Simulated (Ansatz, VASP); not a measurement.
# Two plane-wave programs on TiSi4Mo

```xyz
6
Lattice="3.5803 0.0000 0.0000 0.0000 1.7557 6.7966 0.0000 -1.7557 6.7966" Properties=species:S:1:pos:R:3 pbc="T T T"
Ti    1.7902    0.0000    1.4428
Si    1.7902    0.0000    6.0226
Si    0.0000    0.0000    7.6564
Si    1.7902    0.0000   10.1913
Si    0.0000    0.0000    3.3556
Mo    0.0000    0.0000   12.1111
```

Alike in both runs: functional PBE; k mesh 6 × 6 × 6; occupations gaussian, width 0.1 eV; no spin polarisation.

Ansatz relaxed the structure, and its values are those at the end. VASP's run is a single point on that final structure, the one shown.

|  | VASP | Ansatz |
| --- | --- | --- |
| version | VASP 6.6.1 | Ansatz 0.2.0 |
| potentials or method | VASP PAW PBE potentials, release 64 (Ti_sv, Si, Mo_sv), cutoff 520 eV | scalar-relativistic, plane waves, PAW |
| valence electrons in the cell | 42 | 42 |

```tsv
	VASP	Ansatz	Ansatz less VASP
gap on the k mesh at the Fermi level (eV)	none	none	-
pressure (GPa)	0.1	0.1	-0.03
rms of the force components (eV/Å)	0.007	0.005	-0.0022
```

A gap of «none» marks a metal or a gap that the smearing closes.
